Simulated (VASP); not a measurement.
# TlAgS2 (P-4m2) in VASP: further runs

TlAgS2 is run at these levels: PBE; tasks: single point, relaxation of cell and atoms.

Program: VASP 6.6.1. These are calculated values, not measurements. Logs are shortened: lines on timing, memory, paths and dates and some standing lists are left out, and cuts for length are marked.

### Step 1. The cell of the first run

The structure is tetragonal, space group P-4m2 (No. 115). The conventional cell has a = 4.210 Å, b = 4.210 Å, c = 5.988 Å, α = 90.00°, β = 90.00°, γ = 90.00°. Within 3.4 Å of Tl (site symmetry -4m2) lie 4 S at 2.61 Å. Within 3.4 Å of Ag (site symmetry -4m2) lie 4 S at 2.55 Å. S (site symmetry 2mm) has 2 Ag at 2.55 Å and 2 Tl at 2.61 Å within 3.4 Å.

### Step 2. Single point, PBE

The input, INCAR:

```
SYSTEM = TlAgS2
PREC     = Accurate       ! precision mode
ENCUT    = 520            ! plane-wave cutoff, eV
EDIFF    = 1E-6           ! SCF threshold, eV
ISMEAR   = 0              ! smearing method
SIGMA    = 0.1            ! smearing width, eV
LREAL    = .False.        ! projectors in reciprocal space
LASPH    = .True.         ! aspherical terms in the spheres
NELM     = 60             ! most SCF steps
ALGO     = Normal         ! electronic algorithm
ISIF     = 2              ! what is computed and relaxed
LWAVE    = .False.        ! write WAVECAR
LCHARG   = .False.        ! write CHGCAR
GGA      = PE             ! functional
NBANDS   = 26             ! bands
```

The input, KPOINTS:

```
Automatic mesh
0
Gamma
  4 4 4
  0 0 0
```

The input, POSCAR:

```
TlAgS2
1.0
    4.2095897233      0.0000000000      0.0000000000
    0.0000000000      4.2095897233      0.0000000000
    0.0000000000      0.0000000000      5.9884591313
Tl Ag S
1 1 2
Direct
    0.5000000000      0.5000000000      0.5000000000
    0.0000000000      0.0000000000      0.0000000000
    0.5000000000      0.0000000000      0.2409972653
    0.0000000000      0.5000000000      0.7590027347
```

Potentials or basis: VASP PAW PBE potentials, release 64 (Tl_d, Ag, S).

Run with:

```console
cat potpaw_PBE.64/Tl_d/POTCAR potpaw_PBE.64/Ag/POTCAR potpaw_PBE.64/S/POTCAR > POTCAR
mpirun -np 1 vasp_std > vasp.out
```

OUTCAR:

```text
SYSTEM = TlAgS2
   PREC = Accurate
   ENCUT = 520
   EDIFF = 1E-6
   ISMEAR = 0
   LREAL = .False.
   LASPH = .True.
   NELM = 60
   ISIF = 2
   GGA = PE

 ion  position               nearest neighbor table
   1  0.500  0.500  0.500-   3 2.61   4 2.61   3 2.61   4 2.61
   2  0.000  0.000  0.000-   3 2.55   4 2.55   4 2.55   3 2.55
   3  0.500  0.000  0.241-   2 2.55   2 2.55   1 2.61   1 2.61
   4  0.000  0.500  0.759-   2 2.55   2 2.55   1 2.61   1 2.61

  LATTYP: Found a simple tetragonal cell.
 ALAT       =     4.2095897233
 C/A-ratio  =     1.4225754824

  Lattice vectors:

 A1 = (   4.2095897233,   0.0000000000,   0.0000000000)
 A2 = (   0.0000000000,   4.2095897233,   0.0000000000)
 A3 = (   0.0000000000,   0.0000000000,   5.9884591313)

Analysis of symmetry for initial positions (statically):
=====================================================================
 Subroutine PRICEL returns:
 Original cell was already a primitive cell.

 Routine SETGRP: Setting up the symmetry group for a
 simple tetragonal supercell.

 Subroutine GETGRP returns: Found  8 space group operations
 (whereof  8 operations were pure point group operations)
 out of a pool of 16 trial point group operations.

The static configuration has the point symmetry D_2d.

Analysis of symmetry for dynamics (positions and initial velocities):
=====================================================================
 Subroutine PRICEL returns:
 Original cell was already a primitive cell.

 Routine SETGRP: Setting up the symmetry group for a
 simple tetragonal supercell.

 Subroutine GETGRP returns: Found  8 space group operations
 (whereof  8 operations were pure point group operations)
 out of a pool of 16 trial point group operations.

The dynamic configuration has the point symmetry D_2d.

 Subroutine INISYM returns: Found  8 space group operations
 (whereof  8 operations are pure point group operations),
 and found     1 'primitive' translations

----------------------------------------------------------------------------------------

                                     Primitive cell

  volume of cell :     106.1194

  direct lattice vectors                    reciprocal lattice vectors
     4.209589723  0.000000000  0.000000000     0.237552841  0.000000000  0.000000000
     0.000000000  4.209589723  0.000000000     0.000000000  0.237552841  0.000000000
     0.000000000  0.000000000  5.988459131     0.000000000  0.000000000  0.166987864

  length of vectors
     4.209589723  4.209589723  5.988459131     0.237552841  0.237552841  0.166987864

  position of ions in fractional coordinates (direct lattice)
     0.500000000  0.500000000  0.500000000
     0.000000000  0.000000000  0.000000000
     0.500000000  0.000000000  0.240997265
     0.000000000  0.500000000  0.759002735

  ion indices of the primitive-cell ions
   primitive index   ion index
                 1           1
                 2           2
                 3           3
                 4           4

----------------------------------------------------------------------------------------

 KPOINTS: Automatic mesh

Automatic generation of k-mesh.
 Grid dimensions read from file:
 generate k-points for:    4    4    4

 Generating k-lattice:

  Cartesian coordinates                     Fractional coordinates (reciprocal lattice)
     0.059388210  0.000000000  0.000000000     0.250000000  0.000000000  0.000000000
     0.000000000  0.059388210  0.000000000     0.000000000  0.250000000  0.000000000
     0.000000000  0.000000000  0.041746966     0.000000000  0.000000000  0.250000000

  Length of vectors
     0.059388210  0.059388210  0.041746966

  Shift w.r.t. Gamma in fractional coordinates (k-lattice)
     0.000000000  0.000000000  0.000000000

 Subroutine IBZKPT returns following result:
 ===========================================

 Found     18 irreducible k-points:

 Following reciprocal coordinates:
            Coordinates               Weight
  0.000000  0.000000  0.000000      1.000000
  0.250000  0.000000  0.000000      4.000000
  0.500000  0.000000  0.000000      2.000000
  0.250000  0.250000  0.000000      4.000000
  0.500000  0.250000  0.000000      4.000000
  0.500000  0.500000  0.000000      1.000000
[... 10 lines left out ...]
  0.500000  0.250000  0.500000      4.000000
  0.500000  0.500000  0.500000      1.000000
   k-points           NKPTS =     18   k-points in BZ     NKDIM =     18   number of bands    NBANDS=     26
   number of dos      NEDOS =    301   number of ions     NIONS =      4
   total plane-waves  NPLWV =  49152
   dimension x,y,z NGX =    32 NGY =   32 NGZ =   48
   dimension x,y,z NGXF=    64 NGYF=   64 NGZF=   96
   ions per type =               1   1   2
   NGX,Y,Z   is equivalent  to a cutoff of  12.64, 12.64, 13.33 a.u.
   NGXF,Y,Z  is equivalent  to a cutoff of  25.28, 25.28, 26.65 a.u.
 SYSTEM =  TlAgS2
   PREC   = accura    normal or accurate (medium, high low for compatibility)
   ISTART =      0    job   : 0-new  1-cont  2-samecut
   ICHARG =      2    charge: 1-file 2-atom 10-const
   ISPIN  =      1    spin polarized calculation?
   LNONCOLLINEAR =      F non collinear calculations
   LSORBIT =      F    spin-orbit coupling
   LASPH  =      T    aspherical Exc in radial PAW
   ENCUT  =  520.0 eV  38.22 Ry    6.18 a.u.   7.83  7.83 11.13*2*pi/ulx,y,z
   NELM   =     60;   NELMIN=  2; NELMDL= -5     # of ELM steps
   EDIFF  = 0.1E-05   stopping-criterion for ELM
   LREAL  =      F    real-space projection
   EDIFFG = 0.1E-04   stopping-criterion for IOM
   NSW    =      0    number of steps for IOM
   IBRION =     -1    ionic relax: 0-MD 1-quasi-New 2-CG
   NFREE  =      0    steps in history (QN), initial steepest desc. (CG)
   ISIF   =      2    stress and relaxation
   ISYM   =      2    0-nonsym 1-usesym 2-fastsym
   POTIM  = 0.5000    time-step for ionic-motion
   TEBEG  =    0.0;   TEEND  =   0.0 temperature during run
   PSTRESS=    0.0 pullay stress
   NELECT =      36.0000    total number of electrons
   NUPDOWN=      -1.0000    fix difference up-down
   EMIN   =  10.00;   EMAX   =-10.00  energy-range for DOS
   EFERMI =   0.00;   METHOD = LEGACY
   ISMEAR =     0;   SIGMA  =   0.10  broadening in eV -4-tet -1-fermi 0-gaus
   EFERMI_NEDOS =   21; number of points for ismear=-14 and -15
   IALGO  =     38    algorithm
   IMIX   =      4    mixing-type and parameters
     AMIX     =   0.40;   BMIX     =  1.00
     AMIX_MAG =   1.60;   BMIX_MAG =  1.00
  volume/ion in A,a.u.               =      26.53       179.03
  Fermi-wavevector in a.u.,A,eV,Ry     =   1.141767  2.157627 17.736986  1.303632
  Thomas-Fermi vector in A             =   2.278466
   LORBIT       =      0    0 simple, 1 ext, 2 COOP (PROOUT), +10 PAW based schemes
   GGA     = PE    functional components
   LHFCALC =     F    Hartree Fock is set to
   AEXX    =    0.0000 exact exchange contribution
   IVDW    =     0    specifies the selected vdW correction
   LEPSILON=     F    determine dielectric tensor
   LRPA    =     F    only Hartree local field effects (RPA)
 non-spin polarized calculation
 Gauss-broadening in eV      SIGMA  =   0.10
  energy-cutoff  :      520.00
  volume of cell :      106.12
 maximum number of plane-waves:      2876
 NGX is ok and might be reduce to    32
   NGX = 15   NGY = 15   NGZ = 23

 number of electron      36.0000011 magnetization

 Free energy of the ion-electron system (eV)
  ---------------------------------------------------
  ext. energy  EPLUGINS =         0.00000000
  ---------------------------------------------------
  free energy    TOTEN  =       -13.71982673 eV

  energy without entropy =      -13.71698798  energy(sigma->0) =      -13.71840736

 E-fermi :   3.5636     XC(G=0):  -8.9826

 val. band max:        3.4200827757   @ k =   0.2500   0.0000   0.0000
 cond. band min:       3.5646900464   @ k =   0.0000   0.0000   0.0000
 fundamental gap:      0.1446072707
 Fermi energy:         3.5636409077

 k-point     1 :       0.0000    0.0000    0.0000
  band No.  band energies     occupation
      1      -9.5063      2.00000
      2      -9.2089      2.00000
      3      -7.7590      2.00000
      4      -7.7590      2.00000
      5      -7.6444      2.00000
      6      -7.5256      2.00000
[... 18 lines left out ...]
     25      11.5262      0.00000
     26      13.4813      0.00000

 k-point     2 :       0.2500    0.0000    0.0000
  band No.  band energies     occupation
      1      -9.4066      2.00000
      2      -9.2145      2.00000
      3      -7.7545      2.00000
      4      -7.6738      2.00000
      5      -7.5798      2.00000
      6      -7.5466      2.00000
[... 18 lines left out ...]
     25      11.2405      0.00000
     26      12.1038      0.00000

 k-point     3 :       0.5000    0.0000    0.0000
  band No.  band energies     occupation
      1      -9.2955      2.00000
      2      -9.2413      2.00000
      3      -7.7499      2.00000
      4      -7.6391      2.00000
      5      -7.5675      2.00000
      6      -7.3442      2.00000
[... 18 lines left out ...]
     25       9.9894      0.00000
     26      11.4361      0.00000

 k-point     4 :       0.2500    0.2500    0.0000
  band No.  band energies     occupation
      1      -9.3319      2.00000
      2      -9.2108      2.00000
      3      -7.7300      2.00000
      4      -7.6224      2.00000
      5      -7.5733      2.00000
      6      -7.4573      2.00000
[... 18 lines left out ...]
     25      11.0445      0.00000
     26      11.4359      0.00000
[... 322 lines left out ...]
      1      -9.2974      2.00000
      2      -9.2331      2.00000
      3      -7.7316      2.00000
      4      -7.6099      2.00000
      5      -7.5721      2.00000
      6      -7.4223      2.00000
[... 18 lines left out ...]
     25      10.7816      0.00000
     26      10.7992      0.00000

 k-point    17 :       0.5000    0.2500    0.5000
  band No.  band energies     occupation
      1      -9.2621      2.00000
      2      -9.2201      2.00000
      3      -7.6990      2.00000
      4      -7.5954      2.00000
      5      -7.5921      2.00000
      6      -7.1807      2.00000
[... 18 lines left out ...]
     25      10.2998      0.00000
     26      11.7432      0.00000

 k-point    18 :       0.5000    0.5000    0.5000
  band No.  band energies     occupation
      1      -9.2181      2.00000
      2      -9.2181      2.00000
      3      -7.6223      2.00000
      4      -7.6222      2.00000
      5      -7.5732      2.00000
      6      -6.9616      2.00000
[... 18 lines left out ...]
     25      10.9640      0.00000
     26      11.0287      0.00000

------------------------ aborting loop because EDIFF is reached ----------------------------------------

  FORCE on cell =-STRESS in cart. coord.  units (eV):
  Direction    XX          YY          ZZ          XY          YZ          ZX
  --------------------------------------------------------------------------------------
  -------------------------------------------------------------------------------------
  Total       -0.0589521     -0.0589521     -0.1024037      0.0000000      0.0000000      0.0000000
  in kB       -0.8900521     -0.8900521     -1.5460794      0.0000000      0.0000000      0.0000000
  external PRESSURE =      -1.1087279 kB  Pullay stress =       0.0000000 kB

 VOLUME and BASIS-vectors are now :
 -----------------------------------------------------------------------------
  energy-cutoff  :      520.00
  volume of cell :      106.12
      direct lattice vectors                 reciprocal lattice vectors
     4.209589723  0.000000000  0.000000000     0.237552841  0.000000000  0.000000000
     0.000000000  4.209589723  0.000000000     0.000000000  0.237552841  0.000000000
     0.000000000  0.000000000  5.988459131     0.000000000  0.000000000  0.166987864

 POSITION                                       TOTAL-FORCE (eV/Angst)
 -----------------------------------------------------------------------------------
      2.10479      2.10479      2.99423         0.000000     -0.000000      0.000000
      0.00000      0.00000      0.00000        -0.000000      0.000000      0.000000
      2.10479      0.00000      1.44320        -0.000000      0.000000      0.005657
      0.00000      2.10479      4.54526         0.000000      0.000000     -0.005657
 -----------------------------------------------------------------------------------
    total drift:                                0.000000      0.000000     -0.000000

  FREE ENERGIE OF THE ION-ELECTRON SYSTEM (eV)
  ---------------------------------------------------
  free  energy   TOTEN  =       -13.7198267333 eV

  energy  without entropy=      -13.7169879815  energy(sigma->0) =      -13.71840736
```

It took 22 s on 1 thread of AMD EPYC 9R45 (Zen 5), shared host; peak memory 0.2 GiB.

What came out:

```
Free energy            : -13.7198 eV
Pressure               : -0.1 GPa
Largest force          : 0.006 eV/Å
Band gap on the k mesh : zero (filled and empty bands touch)
```

Forces in eV/Å, atoms in the order of the input:
```
Tl   0.000  0.000  0.000
Ag   0.000  0.000  0.000
S    0.000  0.000  0.006
S    0.000  0.000 -0.006
```

Levels at points of the mesh, in eV from the Fermi level:
```
           k point  band 16  band 17  band 18  band 19  band 20  band 21
(0.00, 0.00, 0.00)    -0.60    -0.15     0.00     0.00     2.85     3.66
(0.50, 0.00, 0.00)    -1.63    -1.56    -0.39     1.18     4.49     4.79
(0.50, 0.50, 0.00)    -2.02    -2.02    -1.44     1.62     2.96     2.96
(0.00, 0.00, 0.50)    -2.02    -0.58    -0.58     1.20     2.63     4.48
(0.50, 0.00, 0.50)    -1.28    -0.60    -0.35     0.11     3.09     5.45
(0.50, 0.50, 0.50)    -2.43    -2.09    -1.74     1.93     4.53     4.53
```

Caveat: the k points lie up to 0.37 Å⁻¹ apart; spin-orbit coupling is left out, which moves the levels of the heavy elements.

### Step 3. Single point, PBE

This run uses another cell than the first one, of 30.85 Å³/atom.

The input, INCAR:

```
SYSTEM = TlAgS2
ALGO = Normal
EDIFF = 1E-7
ENCUT = 520
GGA = PE
ISIF = 2
ISMEAR = 0
LASPH = .True.
LCHARG = .False.
LREAL = .False.
LWAVE = .False.
NBANDS = 26
NELM = 100
PREC = Accurate
SIGMA = 0.1
```

The input, KPOINTS:

```
k-points
0
Gamma
  4 4 4
  0 0 0
```

The input, POSCAR:

```
TlAgS2
1.0
    4.4352094300      0.0000000000      0.0000000000
    0.0000000000      4.4352094300      0.0000000000
    0.0000000000      0.0000000000      6.2723333200
Tl Ag S
1 1 2
Direct
    0.5000000000      0.5000000000      0.5000000000
    0.0000000000      0.0000000000      0.0000000000
    0.5000000000      0.0000000000      0.2500000000
    0.0000000000      0.5000000000      0.7500000000
```

Potentials or basis: VASP PAW PBE potentials, release 64 (Tl_d, Ag, S).

Run with:

```console
cat potpaw_PBE.64/Tl_d/POTCAR potpaw_PBE.64/Ag/POTCAR potpaw_PBE.64/S/POTCAR > POTCAR
mpirun -np 1 vasp_std > vasp.out
```

Wall time 26 s (1 thread of AMD EPYC 9R45 (Zen 5), shared host); peak memory 0.23 GiB.

The run converged. Its results:

| Property | Result |
| --- | --- |
| Free energy | -13.4097 eV |
| Pressure | -4.8 GPa |
| Largest force | 0.097 eV/Å |
| Band gap on the k mesh | zero (filled and empty bands touch) |

Forces in eV/Å, atoms in the order of the input:
```
Tl   0.000  0.000  0.000
Ag   0.000  0.000  0.000
S    0.000  0.000 -0.097
S    0.000  0.000  0.097
```

Stress tensor (GPa, compression positive):
```
-4.93  0.00  0.00
 0.00 -4.93  0.00
 0.00  0.00 -4.62
```

Levels at points of the mesh, in eV from the Fermi level:
| k point | band 14 | band 15 | band 16 | band 17 | band 18 | band 19 | band 20 | band 21 | band 22 | band 23 |
| --- | --- | --- | --- | --- | --- | --- | --- | --- | --- | --- |
| (0.00, 0.00, 0.00) | -2.04 | -2.04 | -0.64 | -0.17 | -0.01 | -0.01 | 3.04 | 3.40 | 5.51 | 5.51 |
| (0.50, 0.00, 0.00) | -2.43 | -2.05 | -1.37 | -1.35 | -0.26 | 0.98 | 4.11 | 4.94 | 5.40 | 5.69 |
| (0.50, 0.50, 0.00) | -2.44 | -2.17 | -1.55 | -1.55 | -1.07 | 1.53 | 3.29 | 3.29 | 4.62 | 7.74 |
| (0.00, 0.00, 0.50) | -1.75 | -1.65 | -1.65 | -0.42 | -0.42 | 0.93 | 2.70 | 4.33 | 4.76 | 6.07 |
| (0.50, 0.00, 0.50) | -2.43 | -1.41 | -0.99 | -0.50 | -0.23 | 0.12 | 3.05 | 5.38 | 5.46 | 5.90 |
| (0.50, 0.50, 0.50) | -2.14 | -1.86 | -1.86 | -1.76 | -1.36 | 1.74 | 4.64 | 4.64 | 5.23 | 6.46 |

Caveat: the cell stands under tension; spin-orbit coupling is left out, which moves the levels of the heavy elements.

(Part 1 of 2 ends here.)
